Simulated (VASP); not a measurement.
# Rh (Fm-3m) in VASP: notebook

Runs on Rh. Level: PBE. Tasks: single point.

Everything below comes from runs of VASP 6.6.1. Logs are shortened: lines on timing, memory, paths and dates and some standing lists are left out, and cuts for length are marked.

**1. The cell of the first run**

The structure is cubic, space group Fm-3m (No. 225). Conventional cell: a = 3.796 Å, b = 3.796 Å, c = 3.796 Å, α = 90.00°, β = 90.00°, γ = 90.00°. Rh (site symmetry m-3m) has 12 Rh at 2.68 Å within 3.5 Å.

**2. Single point, PBE**

INCAR reads:

```
SYSTEM = Rh
PREC = Accurate ; ENCUT = 500
EDIFF = 1E-6 ; ISMEAR = -1
SIGMA = 0.1 ; LREAL = .False.
LASPH = .True. ; NELM = 120
ALGO = Normal ; ISIF = 2
LWAVE = .False. ; LCHARG = .False.
GGA = PE ; NBANDS = 14
GGA_COMPAT = .False.
```

KPOINTS reads:

```
Automatic mesh
0
Gamma
  7 7 7
  0 0 0
```

POSCAR reads:

```
Rh
1.0
    0.0000000000      1.8978500000      1.8978500000
    1.8978500000      0.0000000000      1.8978500000
    1.8978500000      1.8978500000      0.0000000000
Rh
1
Direct
    0.0000000000      0.0000000000      0.0000000000
```

Potentials or basis: VASP PAW PBE potentials, release 64 (Rh_pv).

Run with:

```
$ cat potpaw_PBE.64/Rh_pv/POTCAR > POTCAR
$ mpirun -np 1 vasp_std > vasp.out
```

OUTCAR:

```text
SYSTEM = Rh
   PREC = Accurate
   ENCUT = 500
   EDIFF = 1E-6
   ISMEAR = -1
   LREAL = .False.
   LASPH = .True.
   NELM = 120
   ISIF = 2
   GGA = PE

 ion  position               nearest neighbor table
   1  0.000  0.000  0.000-

  LATTYP: Found a face centered cubic cell.
 ALAT       =     3.7957000000

  Lattice vectors:

 A1 = (   0.0000000000,   1.8978500000,   1.8978500000)
 A2 = (   1.8978500000,   0.0000000000,   1.8978500000)
 A3 = (   1.8978500000,   1.8978500000,   0.0000000000)

Analysis of symmetry for initial positions (statically):
=====================================================================
 Subroutine PRICEL returns:
 Original cell was already a primitive cell.

 Routine SETGRP: Setting up the symmetry group for a
 face centered cubic supercell.

 Subroutine GETGRP returns: Found 48 space group operations
 (whereof 48 operations were pure point group operations)
 out of a pool of 48 trial point group operations.

The static configuration has the point symmetry O_h .

Analysis of symmetry for dynamics (positions and initial velocities):
=====================================================================
 Subroutine PRICEL returns:
 Original cell was already a primitive cell.

 Routine SETGRP: Setting up the symmetry group for a
 face centered cubic supercell.

 Subroutine GETGRP returns: Found 48 space group operations
 (whereof 48 operations were pure point group operations)
 out of a pool of 48 trial point group operations.

The dynamic configuration has the point symmetry O_h .

 Subroutine INISYM returns: Found 48 space group operations
 (whereof 48 operations are pure point group operations),
 and found     1 'primitive' translations

----------------------------------------------------------------------------------------

                                     Primitive cell

  volume of cell :      13.6715

  direct lattice vectors                    reciprocal lattice vectors
     0.000000000  1.897850000  1.897850000    -0.263456016  0.263456016  0.263456016
     1.897850000  0.000000000  1.897850000     0.263456016 -0.263456016  0.263456016
     1.897850000  1.897850000  0.000000000     0.263456016  0.263456016 -0.263456016

  length of vectors
     2.683965209  2.683965209  2.683965209     0.456319205  0.456319205  0.456319205

  position of ions in fractional coordinates (direct lattice)
     0.000000000  0.000000000  0.000000000

  ion indices of the primitive-cell ions
   primitive index   ion index
                 1           1

----------------------------------------------------------------------------------------

 KPOINTS: Automatic mesh

Automatic generation of k-mesh.
 Grid dimensions read from file:
 generate k-points for:    7    7    7

 Generating k-lattice:

  Cartesian coordinates                     Fractional coordinates (reciprocal lattice)
    -0.037636574  0.037636574  0.037636574     0.142857143  0.000000000  0.000000000
     0.037636574 -0.037636574  0.037636574     0.000000000  0.142857143  0.000000000
     0.037636574  0.037636574 -0.037636574     0.000000000  0.000000000  0.142857143

  Length of vectors
     0.065188458  0.065188458  0.065188458

  Shift w.r.t. Gamma in fractional coordinates (k-lattice)
     0.000000000  0.000000000  0.000000000

 Subroutine IBZKPT returns following result:
 ===========================================

 Found     20 irreducible k-points:

 Following reciprocal coordinates:
            Coordinates               Weight
  0.000000  0.000000  0.000000      1.000000
  0.142857  0.000000  0.000000      8.000000
  0.285714  0.000000  0.000000      8.000000
  0.428571  0.000000  0.000000      8.000000
  0.142857  0.142857  0.000000      6.000000
  0.285714  0.142857  0.000000     24.000000
[... 12 lines left out ...]
 -0.428571  0.428571  0.142857     24.000000
 -0.285714  0.428571  0.142857     24.000000
   k-points           NKPTS =     20   k-points in BZ     NKDIM =     20   number of bands    NBANDS=     14
   number of dos      NEDOS =    301   number of ions     NIONS =      1
   total plane-waves  NPLWV =   8000
   dimension x,y,z NGX =    20 NGY =   20 NGZ =   20
   dimension x,y,z NGXF=    40 NGYF=   40 NGZF=   40
   ions per type =               1
   NGX,Y,Z   is equivalent  to a cutoff of  12.39, 12.39, 12.39 a.u.
   NGXF,Y,Z  is equivalent  to a cutoff of  24.78, 24.78, 24.78 a.u.
 SYSTEM =  Rh
   PREC   = accura    normal or accurate (medium, high low for compatibility)
   ISTART =      0    job   : 0-new  1-cont  2-samecut
   ICHARG =      2    charge: 1-file 2-atom 10-const
   ISPIN  =      1    spin polarized calculation?
   LNONCOLLINEAR =      F non collinear calculations
   LSORBIT =      F    spin-orbit coupling
   LASPH  =      T    aspherical Exc in radial PAW
   ENCUT  =  500.0 eV  36.75 Ry    6.06 a.u.   4.89  4.89  4.89*2*pi/ulx,y,z
   NELM   =    120;   NELMIN=  2; NELMDL= -5     # of ELM steps
   EDIFF  = 0.1E-05   stopping-criterion for ELM
   LREAL  =      F    real-space projection
   EDIFFG = 0.1E-04   stopping-criterion for IOM
   NSW    =      0    number of steps for IOM
   IBRION =     -1    ionic relax: 0-MD 1-quasi-New 2-CG
   NFREE  =      0    steps in history (QN), initial steepest desc. (CG)
   ISIF   =      2    stress and relaxation
   ISYM   =      2    0-nonsym 1-usesym 2-fastsym
   POTIM  = 0.5000    time-step for ionic-motion
   TEBEG  =    0.0;   TEEND  =   0.0 temperature during run
   PSTRESS=    0.0 pullay stress
   NELECT =      15.0000    total number of electrons
   NUPDOWN=      -1.0000    fix difference up-down
   EMIN   =  10.00;   EMAX   =-10.00  energy-range for DOS
   EFERMI =   0.00;   METHOD = LEGACY
   ISMEAR =    -1;   SIGMA  =   0.10  broadening in eV -4-tet -1-fermi 0-gaus
   EFERMI_NEDOS =   21; number of points for ismear=-14 and -15
   IALGO  =     38    algorithm
   IMIX   =      4    mixing-type and parameters
     AMIX     =   0.40;   BMIX     =  1.00
     AMIX_MAG =   1.60;   BMIX_MAG =  1.00
  volume/ion in A,a.u.               =      13.67        92.26
  Fermi-wavevector in a.u.,A,eV,Ry     =   1.688496  3.190795 38.790465  2.851019
  Thomas-Fermi vector in A             =   2.770792
   LORBIT       =      0    0 simple, 1 ext, 2 COOP (PROOUT), +10 PAW based schemes
   GGA     = PE    functional components
   LHFCALC =     F    Hartree Fock is set to
   AEXX    =    0.0000 exact exchange contribution
   IVDW    =     0    specifies the selected vdW correction
   LEPSILON=     F    determine dielectric tensor
   LRPA    =     F    only Hartree local field effects (RPA)
 non-spin polarized calculation
  energy-cutoff  :      500.00
  volume of cell :       13.67
 maximum number of plane-waves:       356
   NGX =  9   NGY =  9   NGZ =  9

 number of electron      15.0000007 magnetization

 Free energy of the ion-electron system (eV)
  ---------------------------------------------------
  ext. energy  EPLUGINS =         0.00000000
  ---------------------------------------------------
  free energy    TOTEN  =        -7.32666480 eV

  energy without entropy =       -7.29380366  energy(sigma->0) =       -7.31023423

 E-fermi :  12.0162     XC(G=0): -14.0688

 val. band max:       11.9960183677   @ k =   0.4286   0.0000   0.0000
 cond. band min:      12.0469338598   @ k =  -0.4286   0.4286   0.0000
 fundamental gap:      0.0509154921
 Fermi energy:        12.0161543306

 k-point     1 :       0.0000    0.0000    0.0000
  band No.  band energies     occupation
      1     -34.3913      2.00000
      2     -34.3913      2.00000
      3     -34.3913      2.00000
      4       4.0073      2.00000
      5       8.8959      2.00000
      6       8.8959      2.00000
      7       8.8959      2.00000
      8      11.0036      1.99992
      9      11.0036      1.99992
     10      27.9973      0.00000
     11      32.5033      0.00000
     12      33.4962      0.00000
     13      33.4962      0.00000
     14      33.4962      0.00000

 k-point     2 :       0.1429    0.0000    0.0000
  band No.  band energies     occupation
      1     -34.5359      2.00000
      2     -34.4109      2.00000
      3     -34.4109      2.00000
      4       4.7823      2.00000
      5       8.6133      2.00000
      6       9.1609      2.00000
      7       9.1609      2.00000
      8      10.8932      1.99997
      9      10.8932      1.99997
     10      29.0139      0.00000
     11      30.4178      0.00000
     12      32.5046      0.00000
     13      34.6557      0.00000
     14      34.6557      0.00000

 k-point     3 :       0.2857    0.0000    0.0000
  band No.  band energies     occupation
      1     -34.8536      2.00000
      2     -34.4546      2.00000
      3     -34.4546      2.00000
      4       5.9626      2.00000
      5       9.1810      2.00000
      6       9.1980      2.00000
      7       9.1980      2.00000
      8      11.4003      1.99578
      9      11.4003      1.99578
     10      26.0335      0.00000
     11      29.3074      0.00000
     12      32.5038      0.00000
     13      36.6219      0.00000
     14      36.6219      0.00000
[... 256 lines left out ...]
 k-point    19 :      -0.4286    0.4286    0.1429
  band No.  band energies     occupation
      1     -35.0032      2.00000
      2     -34.7324      2.00000
      3     -34.6472      2.00000
      4       6.4976      2.00000
      5       6.8165      2.00000
      6       9.8923      2.00000
      7      11.6456      1.95200
      8      12.6709      0.00286
      9      17.3700      0.00000
     10      24.4520      0.00000
     11      24.6707      0.00000
     12      25.8737      0.00000
     13      32.5041      0.00000
     14      35.8690      0.00000

 k-point    20 :      -0.2857    0.4286    0.1429
  band No.  band energies     occupation
      1     -34.9113      2.00000
      2     -34.8662      2.00000
      3     -34.6351      2.00000
      4       6.9535      2.00000
      5       7.6735      2.00000
      6       8.7764      2.00000
      7      10.8620      1.99998
      8      12.6615      0.00315
      9      20.4711      0.00000
     10      21.2454      0.00000
     11      23.9553      0.00000
     12      26.6074      0.00000
     13      32.5056      0.00000
     14      35.6965      0.00000

------------------------ aborting loop because EDIFF is reached ----------------------------------------

  FORCE on cell =-STRESS in cart. coord.  units (eV):
  Direction    XX          YY          ZZ          XY          YZ          ZX
  --------------------------------------------------------------------------------------
  -------------------------------------------------------------------------------------
  Total        0.5670960      0.5670960      0.5670960      0.0000000      0.0000000     -0.0000000
  in kB       66.4586552     66.4586552     66.4586552      0.0000000      0.0000000     -0.0000000
  external PRESSURE =      66.4586552 kB  Pullay stress =       0.0000000 kB

 VOLUME and BASIS-vectors are now :
 -----------------------------------------------------------------------------
  energy-cutoff  :      500.00
  volume of cell :       13.67
      direct lattice vectors                 reciprocal lattice vectors
     0.000000000  1.897850000  1.897850000    -0.263456016  0.263456016  0.263456016
     1.897850000  0.000000000  1.897850000     0.263456016 -0.263456016  0.263456016
     1.897850000  1.897850000  0.000000000     0.263456016  0.263456016 -0.263456016

 POSITION                                       TOTAL-FORCE (eV/Angst)
 -----------------------------------------------------------------------------------
      0.00000      0.00000      0.00000         0.000000      0.000000      0.000000
 -----------------------------------------------------------------------------------
    total drift:                                0.000000      0.000000      0.000000

  FREE ENERGIE OF THE ION-ELECTRON SYSTEM (eV)
  ---------------------------------------------------
  free  energy   TOTEN  =        -7.3266647984 eV

  energy  without entropy=       -7.2938036613  energy(sigma->0) =       -7.31023423
```

It took 6.7 s on 1 thread of Intel Xeon 8259CL, shared host; peak memory 0.12 GiB.

What came out:

- Free energy: -7.3267 eV
- Pressure: 6.6 GPa

Levels at points of the mesh, in eV from the Fermi level:
```csv
k point,band 4,band 5,band 6,band 7,band 8,band 9,band 10,band 11
"(0.00, 0.00, 0.00)",-8.01,-3.12,-3.12,-3.12,-1.01,-1.01,15.98,20.49
```

Caveat: the k points lie up to 0.41 Å⁻¹ apart.

**3. Single point, PBE**

INCAR reads:

```
SYSTEM = Rh
  PREC = Accurate
  ENCUT = 500
  EDIFF = 1E-6
  ISMEAR = -1
  SIGMA = 0.1
  LREAL = .False.
  LASPH = .True.
  NELM = 120
  ALGO = Normal
  ISIF = 2
  LWAVE = .False.
  LCHARG = .False.
  GGA = PE
  NBANDS = 14
  GGA_COMPAT = .False.
```

KPOINTS reads:

```
regular mesh
0
Gamma
  14 14 14
  0 0 0
```

POSCAR is that of step 2.

Potentials or basis: VASP PAW PBE potentials, release 64 (Rh_pv).

Run with:

```
$ cat potpaw_PBE.64/Rh_pv/POTCAR > POTCAR
$ mpirun -np 1 vasp_std > vasp.out
```

OUTCAR:

```text
SYSTEM = Rh
   PREC = Accurate
   ENCUT = 500
   EDIFF = 1E-6
   ISMEAR = -1
   LREAL = .False.
   LASPH = .True.
   NELM = 120
   ISIF = 2
   GGA = PE

 ion  position               nearest neighbor table
   1  0.000  0.000  0.000-

  LATTYP: Found a face centered cubic cell.
 ALAT       =     3.7957000000

  Lattice vectors:

 A1 = (   0.0000000000,   1.8978500000,   1.8978500000)
 A2 = (   1.8978500000,   0.0000000000,   1.8978500000)
 A3 = (   1.8978500000,   1.8978500000,   0.0000000000)

Analysis of symmetry for initial positions (statically):
[... 578 lines left out ...]
      9      11.7469      1.85750
     10      28.0260      0.00000
     11      30.4468      0.00000
     12      32.5444      0.00000
     13      32.7390      0.00000
     14      33.9866      0.00000

 [... further k-points ...]
[... 5 lines left out ...]
  --------------------------------------------------------------------------------------
  -------------------------------------------------------------------------------------
  Total        0.6769232      0.6769232      0.6769232      0.0000000      0.0000000      0.0000000
  in kB       79.3294297     79.3294297     79.3294297      0.0000000      0.0000000      0.0000000
  external PRESSURE =      79.3294297 kB  Pullay stress =       0.0000000 kB

 VOLUME and BASIS-vectors are now :
 -----------------------------------------------------------------------------
  energy-cutoff  :      500.00
  volume of cell :       13.67
      direct lattice vectors                 reciprocal lattice vectors
     0.000000000  1.897850000  1.897850000    -0.263456016  0.263456016  0.263456016
     1.897850000  0.000000000  1.897850000     0.263456016 -0.263456016  0.263456016
     1.897850000  1.897850000  0.000000000     0.263456016  0.263456016 -0.263456016

 POSITION                                       TOTAL-FORCE (eV/Angst)
 -----------------------------------------------------------------------------------
      0.00000      0.00000      0.00000         0.000000      0.000000      0.000000
 -----------------------------------------------------------------------------------
    total drift:                                0.000000      0.000000      0.000000

  FREE ENERGIE OF THE ION-ELECTRON SYSTEM (eV)
  ---------------------------------------------------
  free  energy   TOTEN  =        -7.2703799779 eV

  energy  without entropy=       -7.2278778839  energy(sigma->0) =       -7.24912893
```

OSZICAR:

```text
N       E                     dE             d eps       ncg     rms          rms(c)
DAV:   1     0.117391742370E+03    0.11739E+03   -0.87184E+03  2936   0.112E+03
DAV:   2    -0.619238552526E+01   -0.12358E+03   -0.11816E+03  3236   0.336E+02
DAV:   3    -0.775762060668E+01   -0.15652E+01   -0.15624E+01  3404   0.412E+01
DAV:   4    -0.776350815239E+01   -0.58875E-02   -0.58871E-02  3416   0.259E+00
DAV:   5    -0.776355919213E+01   -0.51040E-04   -0.51040E-04  3314   0.213E-01    0.103E+01
DAV:   6    -0.729009492847E+01    0.47346E+00   -0.78877E-01  3080   0.123E+01    0.366E+00
DAV:   7    -0.727380555481E+01    0.16289E-01   -0.16707E-02  3386   0.160E+00    0.172E+00
DAV:   8    -0.727053308262E+01    0.32725E-02   -0.35740E-03  3050   0.804E-01    0.212E-01
DAV:   9    -0.727037826318E+01    0.15482E-03   -0.12352E-04  3128   0.155E-01    0.121E-02
DAV:  10    -0.727037967004E+01   -0.14069E-05   -0.30061E-06  3224   0.209E-02    0.360E-03
DAV:  11    -0.727037997786E+01   -0.30783E-06   -0.28794E-07  1636   0.755E-03
   1 F= -.72703800E+01 E0= -.72491289E+01  d E =-.425021E-01
```

Wall time 22 s (1 thread of Intel Xeon 8259CL, shared host); peak memory 0.13 GiB.

What came out:

```yaml
Free_energy: -7.2704 eV
Pressure: 7.9 GPa
```

(Part 1 of 2 ends here.)
